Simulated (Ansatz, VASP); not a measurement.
**Nb in VASP and in Ansatz**

```xyz
2
Lattice="1.8112 1.0457 3.3587 -1.8112 1.0457 3.3587 0.0000 -2.0914 3.3587" Properties=species:S:1:pos:R:3 pbc="T T T"
Nb    0.0000    0.0000    2.2927
Nb    0.0000    0.0000    7.7833
```

Alike in both runs: task relaxation of cell and atoms; functional PBE; k mesh 6 × 6 × 6; occupations gaussian, width 0.1 eV; no spin polarisation.

```csv
,VASP,Ansatz
version,VASP 6.6.1,Ansatz 0.2.0
potentials or method,"VASP PAW PBE potentials, release 64 (Nb_sv), cutoff 600 eV","scalar-relativistic, plane waves, PAW"
valence electrons in the cell,26,26
```

Ansatz gave:

| Quantity | Value |
| --- | --- |
| gap on the k mesh at the Fermi level, each at its own relaxed structure (eV) | none |
| relaxed volume (Å³/atom) | 18.74 |
| relaxed cell length with the largest relative difference (Å) | 4.722 |

Q: Estimate VASP's values.

A: gap on the k mesh at the Fermi level, each at its own relaxed structure (eV): none; relaxed volume (Å³/atom): 18.68; relaxed cell length with the largest relative difference (Å): 4.697.

A gap of «none» marks a metal or a gap that the smearing closes.
